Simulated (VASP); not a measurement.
A run of VASP 6.6.1 is set up as follows.

File INCAR:

```
PREC     = Accurate       # precision mode
ENCUT    = 560            # plane-wave cutoff, eV
EDIFF    = 1E-6           # SCF threshold, eV
ISMEAR   = 0              # smearing method
SIGMA    = 0.01           # smearing width, eV
LREAL    = False          # projectors in reciprocal space
LASPH    = True           # aspherical terms in the spheres
NELM     = 120            # most SCF steps
ALGO     = Normal         # electronic algorithm
ISIF     = 2              # what is computed and relaxed
LWAVE    = False          # write WAVECAR
LCHARG   = False          # write CHGCAR
GGA      = PS             # functional
NBANDS   = 16             # bands
GGA_COMPAT= False
```

Contents of KPOINTS:

```
regular mesh
0
Gamma
  10 10 10
```

The input POSCAR:

```
BAs
1.0
    0.0000000000      2.3528053350      2.3528053350
    2.3528053350      0.0000000000      2.3528053350
    2.3528053350      2.3528053350      0.0000000000
B As
1 1
Direct
    0.0000000000      0.0000000000      0.0000000000
    0.7500000000      0.7500000000      0.7500000000
```

Potentials or basis: VASP PAW PBE potentials, release 64 (B, As_d).

Launch:

```sh
$ cat potpaw_PBE.64/B/POTCAR potpaw_PBE.64/As_d/POTCAR > POTCAR
$ mpirun -np 1 vasp_std > vasp.out
```

(1) Predict the band gap on the k mesh.

(2) What does it give for the pressure?

Answers

(1) 1.04 eV (least direct gap 3.30 eV).

(2) 5.8 GPa.

Caveat: the cell stands under pressure; the PAW data sets were made with another functional, which shifts forces and pressure a little.
